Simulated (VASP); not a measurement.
# MoS2: single point with PBE+D3(BJ)

MoS2:

```xyz
3
Lattice="3.1735 0.0000 0.0000 -1.5868 2.7483 0.0000 0.0000 0.0000 5.8108" Properties=species:S:1:pos:R:3 pbc="T T T"
Mo    0.0000    0.0000    2.9054
S     1.5868    0.9161    4.4794
S     0.0000    1.8322    1.3314
```

```
Program             : VASP 6.6.1
Task                : single point
Functional          : PBE
Dispersion          : D3(BJ)
Potentials or basis : VASP PAW PBE potentials, release 64 (Mo_sv, S)
Cutoff              : 520 eV
k mesh              : 9 × 9 × 4
Occupations         : fermi-dirac, width 0.05 eV
Spin                : no spin polarisation
```

```
Pressure                   : -0.1 GPa
Largest force              : 0.011 eV/Å
Band gap on the k mesh     : zero (bands 13 and 14 overlap by 1.20 eV)
Dispersion energy per atom : -0.450 eV
```

Forces in eV/Å, atoms in the order of the input:
```
Mo   0.000  0.000  0.000
S    0.000  0.000 -0.011
S    0.000  0.000  0.011
```

Levels at points of the mesh, in eV from the Fermi level:
```tsv
k point	band 9	band 10	band 11	band 12	band 13	band 14	band 15	band 16	band 17	band 18
(0.00, 0.00, 0.00)	-3.93	-1.45	-1.22	-0.91	-0.91	-0.15	-0.15	2.96	2.96	6.00
(0.00, 0.00, 0.50)	-3.89	-3.89	-0.93	-0.93	-0.39	-0.39	0.12	3.44	3.44	6.39
```

It took 54 s on 1 thread of Intel Xeon 8259CL, with other jobs on the host, peak memory 0.2 GiB.
